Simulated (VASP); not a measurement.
# PbS in VASP: single point with PBE+D3(BJ)

Aim: the single point of PbS with PBE+D3(BJ).

Program: VASP 6.6.1. These are calculated values, not measurements. Logs are shortened: lines on timing, memory, paths and dates and some standing lists are left out, and cuts for length are marked.

## 1. The cell of the first run

The cell holds a slab with vacuum, 4 atoms: a = 11.298 Å, b = 4.250 Å, c = 4.250 Å, α = 89.97°, β = 90.00°, γ = 90.00°.

## 2. Single point, PBE+D3(BJ)

Input file INCAR:

```
SYSTEM = PbS
  ALGO = Normal
  EDIFF = 1E-6
  ENCUT = 520
  GGA = PE
  ISIF = 2
  ISMEAR = 0
  IVDW = 12
  LASPH = .True.
  LCHARG = .True.
  LELF = .True.
  LREAL = .False.
  LVHAR = .True.
  LWAVE = .False.
  NBANDS = 28
  NELM = 100
  PREC = Accurate
  SIGMA = 0.05
```

Input file KPOINTS:

```
k-points
0
Gamma
  4 6 6
  0 0 0
```

Input file POSCAR:

```
PbS
1.0
   11.2982770800      0.0000000000      0.0000000000
    0.0000000000      3.0043750300      3.0061807900
    0.0000000000     -3.0043750300      3.0061807900
Pb S
2 2
Direct
    0.6245814000      0.2566380300      0.7566380300
    0.3754186000      0.7566380300      0.2566380300
    0.6136752500      0.7643619700      0.2643619700
    0.3863247500      0.2643619700      0.7643619700
```

Potentials or basis: VASP PAW PBE potentials, release 64 (Pb_d, S).

Command:

```bash
$ cat potpaw_PBE.64/Pb_d/POTCAR potpaw_PBE.64/S/POTCAR > POTCAR
$ mpirun -np 1 vasp_std > vasp.out
```

OUTCAR:

```text
SYSTEM = PbS
   EDIFF = 1E-6
   ENCUT = 520
   GGA = PE
   ISIF = 2
   ISMEAR = 0
   IVDW = 12
   LASPH = .True.
   LREAL = .False.
   NELM = 100
   PREC = Accurate
 IVDW          = 12

 ion  position               nearest neighbor table
   1  0.625  0.257  0.757-   4 2.69   3 2.96   3 3.01   3 3.01   3 3.06   2 4.12   2 4.12   2 4.12
                             2 4.12
   2  0.375  0.757  0.257-   3 2.69   4 2.96   4 3.01   4 3.01   4 3.06   1 4.12   1 4.12   1 4.12
                             1 4.12
   3  0.614  0.764  0.264-   2 2.69   1 2.96   1 3.01   1 3.01   1 3.06
   4  0.386  0.264  0.764-   1 2.69   2 2.96   2 3.01   2 3.01   2 3.06

  LATTYP: Found a base centered orthorhombic cell.
 ALAT       =     6.0087500600
 B/A-ratio  =     1.0006010435
 C/A-ratio  =     1.8803040511

  Lattice vectors:

 A1 = (   0.0000000000,   3.0043750300,  -3.0061807900)
 A2 = (   0.0000000000,   3.0043750300,   3.0061807900)
 A3 = (  11.2982770800,   0.0000000000,   0.0000000000)

Analysis of symmetry for initial positions (statically):
=====================================================================
 Subroutine PRICEL returns:
 Original cell was already a primitive cell.

 Routine SETGRP: Setting up the symmetry group for a
 base centered orthorhombic supercell.

 Subroutine GETGRP returns: Found  4 space group operations
 (whereof  2 operations were pure point group operations)
 out of a pool of  8 trial point group operations.

The static configuration has the point symmetry C_2 .
 The point group associated with its full space group is C_2v.

Analysis of symmetry for dynamics (positions and initial velocities):
=====================================================================
 Subroutine PRICEL returns:
 Original cell was already a primitive cell.

 Routine SETGRP: Setting up the symmetry group for a
 base centered orthorhombic supercell.

 Subroutine GETGRP returns: Found  4 space group operations
 (whereof  2 operations were pure point group operations)
 out of a pool of  8 trial point group operations.

The dynamic configuration has the point symmetry C_2 .
 The point group associated with its full space group is C_2v.

 Subroutine INISYM returns: Found  4 space group operations
 (whereof  2 operations are pure point group operations),
 and found     1 'primitive' translations

----------------------------------------------------------------------------------------

                                     Primitive cell

  volume of cell :     204.0852

  direct lattice vectors                    reciprocal lattice vectors
    11.298277080  0.000000000  0.000000000     0.088509070  0.000000000  0.000000000
     0.000000000  3.004375030  3.006180790     0.000000000  0.166423963  0.166323995
     0.000000000 -3.004375030  3.006180790     0.000000000 -0.166423963  0.166323995

  length of vectors
    11.298277080  4.250104971  4.250104971     0.088509070  0.235288349  0.235288349

  position of ions in fractional coordinates (direct lattice)
     0.624581400  0.256638030  0.756638030
     0.375418600  0.756638030  0.256638030
     0.613675250  0.764361970  0.264361970
     0.386324750  0.264361970  0.764361970

  ion indices of the primitive-cell ions
   primitive index   ion index
                 1           1
                 2           2
                 3           3
                 4           4

----------------------------------------------------------------------------------------

 KPOINTS: k-points

Automatic generation of k-mesh.
 Grid dimensions read from file:
 generate k-points for:    4    6    6

 Generating k-lattice:

  Cartesian coordinates                     Fractional coordinates (reciprocal lattice)
     0.022127268  0.000000000  0.000000000     0.250000000  0.000000000  0.000000000
     0.000000000  0.027737327  0.027720666     0.000000000  0.166666667 -0.000000000
     0.000000000 -0.027737327  0.027720666     0.000000000 -0.000000000  0.166666667

  Length of vectors
     0.022127268  0.039214725  0.039214725

  Shift w.r.t. Gamma in fractional coordinates (k-lattice)
     0.000000000  0.000000000  0.000000000

 Subroutine IBZKPT returns following result:
 ===========================================

 Found     39 irreducible k-points:

 Following reciprocal coordinates:
            Coordinates               Weight
  0.000000  0.000000  0.000000      1.000000
  0.250000  0.000000  0.000000      2.000000
  0.500000  0.000000  0.000000      1.000000
  0.000000  0.166667  0.000000      4.000000
  0.250000  0.166667  0.000000      8.000000
  0.500000  0.166667  0.000000      4.000000
[... 16 lines left out ...]
  0.250000 -0.333333  0.166667      8.000000
  0.500000 -0.333333  0.166667      4.000000
 [... further k-points ...]
   k-points           NKPTS =     39   k-points in BZ     NKDIM =     39   number of bands    NBANDS=     28
   number of dos      NEDOS =    301   number of ions     NIONS =      4
   total plane-waves  NPLWV =  86016
   dimension x,y,z NGX =    84 NGY =   32 NGZ =   32
   dimension x,y,z NGXF=   168 NGYF=   64 NGZF=   64
   ions per type =               2   2
   NGX,Y,Z   is equivalent  to a cutoff of  12.36, 12.52, 12.52 a.u.
   NGXF,Y,Z  is equivalent  to a cutoff of  24.72, 25.03, 25.03 a.u.
 SYSTEM =  PbS
   PREC   = accura    normal or accurate (medium, high low for compatibility)
   ISTART =      0    job   : 0-new  1-cont  2-samecut
   ICHARG =      2    charge: 1-file 2-atom 10-const
   ISPIN  =      1    spin polarized calculation?
   LNONCOLLINEAR =      F non collinear calculations
   LSORBIT =      F    spin-orbit coupling
   LASPH  =      T    aspherical Exc in radial PAW
   ENCUT  =  520.0 eV  38.22 Ry    6.18 a.u.  21.01  7.90  7.90*2*pi/ulx,y,z
   NELM   =    100;   NELMIN=  2; NELMDL= -5     # of ELM steps
   EDIFF  = 0.1E-05   stopping-criterion for ELM
   LREAL  =      F    real-space projection
[... 7 lines left out ...]
   TEBEG  =    0.0;   TEEND  =   0.0 temperature during run
   PSTRESS=    0.0 pullay stress
   NELECT =      40.0000    total number of electrons
   NUPDOWN=      -1.0000    fix difference up-down
   EMIN   =  10.00;   EMAX   =-10.00  energy-range for DOS
   EFERMI =   0.00;   METHOD = LEGACY
   ISMEAR =     0;   SIGMA  =   0.05  broadening in eV -4-tet -1-fermi 0-gaus
   EFERMI_NEDOS =   21; number of points for ismear=-14 and -15
   IALGO  =     38    algorithm
   IMIX   =      4    mixing-type and parameters
     AMIX     =   0.40;   BMIX     =  1.00
     AMIX_MAG =   1.60;   BMIX_MAG =  1.00
  volume/ion in A,a.u.               =      51.02       344.31
  Fermi-wavevector in a.u.,A,eV,Ry     =   0.950950  1.797035 12.303828  0.904306
  Thomas-Fermi vector in A             =   2.079375
   LORBIT       =      0    0 simple, 1 ext, 2 COOP (PROOUT), +10 PAW based schemes
   GGA     = PE    functional components
   LHFCALC =     F    Hartree Fock is set to
   AEXX    =    0.0000 exact exchange contribution
   IVDW    =    12    specifies the selected vdW correction
   LEPSILON=     F    determine dielectric tensor
   LRPA    =     F    only Hartree local field effects (RPA)
 non-spin polarized calculation
 Gauss-broadening in eV      SIGMA  =   0.05
  energy-cutoff  :      520.00
  volume of cell :      204.09
 maximum number of plane-waves:      5522
   NGX = 43   NGY = 15   NGZ = 15

 number of electron      39.9999997 magnetization

 Free energy of the ion-electron system (eV)
  ---------------------------------------------------
  ext. energy  EPLUGINS =         0.00000000
  ---------------------------------------------------
  free energy    TOTEN  =       -17.30641582 eV

  energy without entropy =      -17.30641582  energy(sigma->0) =      -17.30641582

 E-fermi :   0.4313     XC(G=0):  -5.8610

 val. band max:        0.1884249776   @ k =   0.5000   0.3333   0.0000
 cond. band min:       2.2615571577   @ k =   0.5000   0.5000   0.0000
 fundamental gap:      2.0731321801
 Fermi energy:         0.4313052730

 k-point     1 :       0.0000    0.0000    0.0000
  band No.  band energies     occupation
      1     -15.9326      2.00000
      2     -15.8409      2.00000
      3     -15.8237      2.00000
      4     -15.8152      2.00000
      5     -15.8026      2.00000
      6     -15.7994      2.00000
[... 20 lines left out ...]
     27       6.5351      0.00000
     28       6.5684      0.00000

 k-point     2 :       0.2500    0.0000    0.0000
  band No.  band energies     occupation
      1     -15.9326      2.00000
      2     -15.8409      2.00000
      3     -15.8237      2.00000
      4     -15.8153      2.00000
      5     -15.8026      2.00000
      6     -15.7994      2.00000
[... 20 lines left out ...]
     27       6.5356      0.00000
     28       6.5689      0.00000

 k-point     3 :       0.5000    0.0000    0.0000
  band No.  band energies     occupation
      1     -15.9326      2.00000
      2     -15.8409      2.00000
      3     -15.8237      2.00000
      4     -15.8152      2.00000
      5     -15.8026      2.00000
      6     -15.7994      2.00000
[... 20 lines left out ...]
     27       6.5363      0.00000
     28       6.5643      0.00000

 k-point     4 :       0.0000    0.1667    0.0000
  band No.  band energies     occupation
      1     -15.9181      2.00000
      2     -15.8329      2.00000
      3     -15.8215      2.00000
      4     -15.8124      2.00000
      5     -15.8094      2.00000
      6     -15.8046      2.00000
[... 578 lines left out ...]
     27       5.6982      0.00000
     28       6.8708      0.00000

 k-point    23 :       0.2500   -0.3333    0.1667
  band No.  band energies     occupation
      1     -15.8902      2.00000
      2     -15.8495      2.00000
      3     -15.8158      2.00000
      4     -15.8152      2.00000
      5     -15.8127      2.00000
      6     -15.7994      2.00000
[... 20 lines left out ...]
     27       5.8430      0.00000
     28       6.9036      0.00000

 k-point    24 :       0.5000   -0.3333    0.1667
  band No.  band energies     occupation
      1     -15.8902      2.00000
      2     -15.8495      2.00000
      3     -15.8158      2.00000
      4     -15.8152      2.00000
      5     -15.8127      2.00000
      6     -15.7994      2.00000
[... 20 lines left out ...]
     27       6.0957      0.00000
     28       6.8769      0.00000

 [... further k-points ...]

------------------------ aborting loop because EDIFF is reached ----------------------------------------

 Edisp (eV)   -0.91272

 E8    (eV) :    -0.4261

  FORCE on cell =-STRESS in cart. coord.  units (eV):
  Direction    XX          YY          ZZ          XY          YZ          ZX
  --------------------------------------------------------------------------------------
  -------------------------------------------------------------------------------------
  Total      -0.46356    -0.88690    -0.88432     0.00000     0.00000     0.00000
  in kB      -3.63920    -6.96264    -6.94241     0.00000     0.00000     0.00000
  external pressure =       -5.85 kB  Pullay stress =        0.00 kB

 VOLUME and BASIS-vectors are now :
 -----------------------------------------------------------------------------
  energy-cutoff  :      520.00
  volume of cell :      204.09
      direct lattice vectors                 reciprocal lattice vectors
    11.298277080  0.000000000  0.000000000     0.088509070  0.000000000  0.000000000
     0.000000000  3.004375030  3.006180790     0.000000000  0.166423963  0.166323995
     0.000000000 -3.004375030  3.006180790     0.000000000 -0.166423963  0.166323995

 POSITION                                       TOTAL-FORCE (eV/Angst)
 -----------------------------------------------------------------------------------
      7.05669     -1.50219      3.04609        -0.050092      0.000000      0.005087
      4.24158      1.50219      3.04609         0.050092      0.000000      0.005087
      6.93347      1.50219      3.09253        -0.063076      0.000000     -0.005087
      4.36480     -1.50219      3.09253         0.063076      0.000000     -0.005087
 -----------------------------------------------------------------------------------
    total drift:                                0.000000     -0.000002     -0.000643

  FREE ENERGIE OF THE ION-ELECTRON SYSTEM (eV)
  ---------------------------------------------------
  free  energy   TOTEN  =       -18.2191349276 eV

  energy  without entropy=      -18.2191349276  energy(sigma->0) =      -18.21913493
```

Run time: 2.5 min. Hardware: 1 thread of Intel Xeon Platinum 8488C (Sapphire Rapids), shared host; peak memory 0.39 GiB.

What came out:

```
Free energy                : -18.2191 eV
Largest force              : 0.063 eV/Å
Band gap on the k mesh     : 2.07 eV
Dispersion energy per atom : -0.228 eV
```

Forces on the atoms (eV/Å):
```
Pb  -0.050  0.000  0.005
Pb   0.050  0.000  0.005
S   -0.063  0.000 -0.005
S    0.063  0.000 -0.005
```

Levels at points of the mesh, in eV from the valence-band top:
```tsv
k point	band 16	band 17	band 18	band 19	band 20	band 21	band 22	band 23	band 24	band 25
(0.00, 0.00, 0.00)	-2.29	-2.29	-1.23	-1.23	-0.15	2.31	3.83	5.07	5.41	5.42
(0.50, 0.00, 0.00)	-2.29	-2.29	-1.23	-1.23	-0.15	2.12	4.74	5.07	5.16	5.41
(0.00, 0.50, 0.00)	-1.62	-0.89	-0.89	0.00	0.00	2.08	2.08	3.14	3.14	3.61
(0.50, 0.50, 0.00)	-1.62	-0.89	-0.89	0.00	0.00	2.07	2.07	3.14	3.14	3.56
(0.00, 0.50, 0.50)	-3.90	-2.55	-2.54	-1.26	-1.25	4.25	4.26	5.31	5.31	5.72
(0.50, 0.50, 0.50)	-3.90	-2.55	-2.54	-1.26	-1.25	4.22	4.23	5.27	5.28	5.81
```

Caveat: there is no dipole correction, which matters where the two faces differ; spin-orbit coupling is left out, which moves the levels of the heavy elements.
